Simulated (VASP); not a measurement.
# Re (Fd-3m) in VASP: a series of runs, part 2 of 2

VASP 6.6.1. Earlier steps stand in the parts before.

**3. Relaxation of cell and atoms, PBEsol**

This run uses another cell than the first one, of 16.92 Å³/atom.

INCAR

```
SYSTEM = Re
PREC = Accurate
ENCUT = 560
EDIFF = 1E-7
ISMEAR = 0
SIGMA = 0.1
LREAL = .FALSE.
LASPH = .TRUE.
NELM = 120
ALGO = Normal
ISIF = 3
LWAVE = .FALSE.
LCHARG = .FALSE.
GGA = PS
IBRION = 2
NSW = 90
EDIFFG = -0.04
GGA_COMPAT = .FALSE.
NELMIN = 4
```

KPOINTS

```
Automatic mesh
0
G
  6 6 6
  0 0 0
```

POSCAR

```
Re
1.0
    0.0000000000      2.5672739409      2.5672739409
    2.5672739409      0.0000000000      2.5672739409
    2.5672739409      2.5672739409      0.0000000000
Re
2
Direct
    0.5000000000      0.5000000000      0.5000000000
    0.7500000000      0.7500000000      0.7500000000
```

Potentials or basis: VASP PAW PBE potentials, release 64 (Re_sv_GW).

Started as:

```sh
$ cat potpaw_PBE.64/Re_sv_GW/POTCAR > POTCAR
$ mpirun -np 1 vasp_std > vasp.out
```

OUTCAR:

```text
SYSTEM = Re
   PREC = Accurate
   ENCUT = 560
   EDIFF = 1E-7
   ISMEAR = 0
   LREAL = .FALSE.
   LASPH = .TRUE.
   NELM = 120
   ISIF = 3
   GGA = PS
   IBRION = 2
   NSW = 90
   EDIFFG = -0.04
   NELMIN = 4

 ion  position               nearest neighbor table
   1  0.500  0.500  0.500-   2 2.22   2 2.22   2 2.22   2 2.22
   2  0.750  0.750  0.750-   1 2.22   1 2.22   1 2.22   1 2.22

  LATTYP: Found a face centered cubic cell.
 ALAT       =     5.1345478818

  Lattice vectors:

 A1 = (   0.0000000000,   2.5672739409,   2.5672739409)
 A2 = (   2.5672739409,   0.0000000000,   2.5672739409)
 A3 = (   2.5672739409,   2.5672739409,   0.0000000000)

Analysis of symmetry for initial positions (statically):
=====================================================================
 Subroutine PRICEL returns:
 Original cell was already a primitive cell.

 Routine SETGRP: Setting up the symmetry group for a
 face centered cubic supercell.

 Subroutine GETGRP returns: Found 48 space group operations
 (whereof 24 operations were pure point group operations)
 out of a pool of 48 trial point group operations.

The static configuration has the point symmetry T_d .
 The point group associated with its full space group is O_h .

Analysis of symmetry for dynamics (positions and initial velocities):
[... 124 lines left out ...]
  volume/ion in A,a.u.               =      16.92       114.19
  Fermi-wavevector in a.u.,A,eV,Ry     =   1.572653  2.971884 33.650459  2.473239
  Thomas-Fermi vector in A             =   2.674055
   LORBIT       =      0    0 simple, 1 ext, 2 COOP (PROOUT), +10 PAW based schemes
   GGA     = PS    functional components
   LHFCALC =     F    Hartree Fock is set to
   AEXX    =    0.0000 exact exchange contribution
   IVDW    =     0    specifies the selected vdW correction
   LEPSILON=     F    determine dielectric tensor
   LRPA    =     F    only Hartree local field effects (RPA)
 conjugate gradient relaxation of ions
 non-spin polarized calculation
 Gauss-broadening in eV      SIGMA  =   0.10
  energy-cutoff  :      560.00
  volume of cell :       33.84
 maximum number of plane-waves:      1034
   NGX = 13   NGY = 13   NGZ = 13

--------------------------------------- Ionic step        1  -------------------------------------------

 number of electron      29.9999998 magnetization

 Free energy of the ion-electron system (eV)
  ---------------------------------------------------
  ext. energy  EPLUGINS =         0.00000000
  ---------------------------------------------------
  free energy    TOTEN  =       -24.39756538 eV

  energy without entropy =      -24.39062319  energy(sigma->0) =      -24.39409429

 E-fermi :  10.5052     XC(G=0): -13.0417

 val. band max:       10.3239258109   @ k =   0.1667   0.0000   0.0000
 cond. band min:      10.5233433099   @ k =  -0.3333   0.3333   0.1667
 fundamental gap:      0.1994174990
 Fermi energy:        10.5051760387
[... 888 lines left out ...]
--------------------------------------- Ionic step        6  -------------------------------------------

 number of electron      30.0000002 magnetization

 Free energy of the ion-electron system (eV)
  ---------------------------------------------------
  ext. energy  EPLUGINS =         0.00000000
  ---------------------------------------------------
  free energy    TOTEN  =       -26.34761395 eV

  energy without entropy =      -26.33642739  energy(sigma->0) =      -26.34202067

 E-fermi :   7.0738     XC(G=0): -11.6891

 val. band max:        7.0487412492   @ k =  -0.3333   0.3333   0.1667
 cond. band min:       7.0756959977   @ k =   0.1667   0.0000   0.0000
 fundamental gap:      0.0269547485
 Fermi energy:         7.0738026536
[... 379 lines left out ...]
  FREE ENERGIE OF THE ION-ELECTRON SYSTEM (eV)
  ---------------------------------------------------
  free  energy   TOTEN  =       -26.3476139487 eV

  energy  without entropy=      -26.3364273906  energy(sigma->0) =      -26.34202067

 reached required accuracy - stopping structural energy minimisation
```

OSZICAR:

```text
N       E                     dE             d eps       ncg     rms          rms(c)
DAV:   1     0.343615416429E+03    0.34362E+03   -0.22077E+04   624   0.172E+03
DAV:   2    -0.628529949822E+01   -0.34990E+03   -0.34201E+03   782   0.493E+02
DAV:   3    -0.246161656012E+02   -0.18331E+02   -0.17900E+02   742   0.107E+02
[... 101 lines left out ...]
DAV:   5    -0.263475826117E+02    0.19501E-03   -0.25106E-03   623   0.413E-01    0.101E+00
DAV:   6    -0.263475100464E+02    0.72565E-04   -0.10775E-04   635   0.106E-01    0.277E+00
DAV:   7    -0.263476109592E+02   -0.10091E-03   -0.18326E-04   644   0.936E-02    0.895E-01
DAV:   8    -0.263476139647E+02   -0.30055E-05   -0.73777E-06   677   0.185E-02    0.344E-01
DAV:   9    -0.263476139487E+02    0.15983E-07   -0.17059E-07   479   0.311E-03
   6 F= -.26347614E+02 E0= -.26342021E+02  d E =-.195005E+01
```

Wall time 100 s (1 thread of Intel Xeon Platinum 8488C (Sapphire Rapids), shared host); peak memory 0.17 GiB.

What came out:

```
Free energy                           : -26.3476 eV
Relaxed volume                        : 21.69 Å³/atom
Relaxed cell                          : a = 3.944 Å, b = 3.944 Å, c = 3.944 Å, α = 60.00°, β = 60.00°, γ = 60.00°
Space group after relaxing (to 0.1 Å) : Fd-3m (No. 227)
Pressure after relaxing               : -0.1 GPa
Band gap on the k mesh                : zero (bands 15 and 16 overlap by 1.10 eV)
```

Final structure:
```cif
data_structure
_symmetry_space_group_name_H-M 'P 1'
_symmetry_Int_Tables_number 1
_cell_length_a 3.9438
_cell_length_b 3.9438
_cell_length_c 3.9438
_cell_angle_alpha 60.000
_cell_angle_beta 60.000
_cell_angle_gamma 60.000
_cell_volume 43.37
loop_
_atom_site_label
_atom_site_type_symbol
_atom_site_fract_x
_atom_site_fract_y
_atom_site_fract_z
_atom_site_occupancy
Re1 Re 0.50000 0.50000 0.50000 1
Re2 Re 0.75000 0.75000 0.75000 1
```

Caveat: the volume moved by over 15 % at a fixed basis, so the end points are rough; the PAW data sets were made with another functional, which shifts forces and pressure a little; spin-orbit coupling is left out, which moves the levels of the heavy elements.

**4. Single point, PBEsol**

This run uses another cell than the first one, of 16.92 Å³/atom.

INCAR

```
SYSTEM = Re
  PREC = Accurate
  ENCUT = 560
  EDIFF = 1E-6
  ISMEAR = 0
  SIGMA = 0.1
  LREAL = .False.
  LASPH = .True.
  NELM = 120
  ALGO = Normal
  ISIF = 2
  LWAVE = .False.
  LCHARG = .False.
  GGA = PS
  NBANDS = 22
  GGA_COMPAT = .False.
```

KPOINTS

```
Automatic mesh
0
Gamma
  6 6 6
  0 0 0
```

POSCAR is that of step 3.

Started as:

```sh
$ cat potpaw_PBE.64/Re_sv_GW/POTCAR > POTCAR
$ mpirun -np 1 vasp_std > vasp.out
```

Wall time 13 s (1 thread of AMD EPYC 9R45 (Zen 5), shared host); peak memory 0.13 GiB.

It converged, with:

| Item | Value |
| --- | --- |
| Free energy | -24.3976 eV |
| Pressure | 81.2 GPa |
| Band gap on the k mesh | zero (bands 15 and 16 overlap by 1.62 eV) |

Levels at points of the mesh, in eV from the Fermi level:
| k point | band 13 | band 14 | band 15 | band 16 | band 17 | band 18 |
| --- | --- | --- | --- | --- | --- | --- |
| (0.00, 0.00, 0.00) | -2.90 | -2.90 | 0.87 | 0.87 | 0.87 | 5.91 |
| (0.50, 0.00, 0.00) | -3.49 | -3.49 | -0.73 | 2.47 | 2.47 | 4.54 |
| (0.50, 0.50, 0.00) | -1.61 | -1.61 | -0.47 | -0.47 | 4.98 | 4.98 |

Caveat: the cell stands under pressure; the PAW data sets were made with another functional, which shifts forces and pressure a little; spin-orbit coupling is left out, which moves the levels of the heavy elements.

**5. Summary**

```tsv
task	cell	gap on the mesh (eV)	pressure (GPa)
single point	a = 3.956 Å, angles 60.0°, 2 atoms	none	-2.2
relaxation of cell and atoms	relaxed from a = 3.631 Å, angles 60.0°, 2 atoms	none	-0.1
single point	a = 3.631 Å, angles 60.0°, 2 atoms	none	81.2
```

Alike in all rows: level PBEsol; potentials or basis VASP PAW PBE potentials, release 64 (Re_sv_GW); no spin polarisation; k mesh 6 × 6 × 6; cutoff (eV) 560; smearing gaussian 0.1 eV.

Caveats: the PAW data sets were made with another functional, which shifts forces and pressure a little; spin-orbit coupling is left out, which moves the levels of the heavy elements; the volume moved by over 15 % at a fixed basis, so the end points are rough (at least some runs); the cell stands under pressure (at least some runs).

Total energies depend on the potentials used, so only differences within one code and one set of settings carry meaning.

The gap in the log of VASP goes by the Fermi energy; the results here count the filled bands.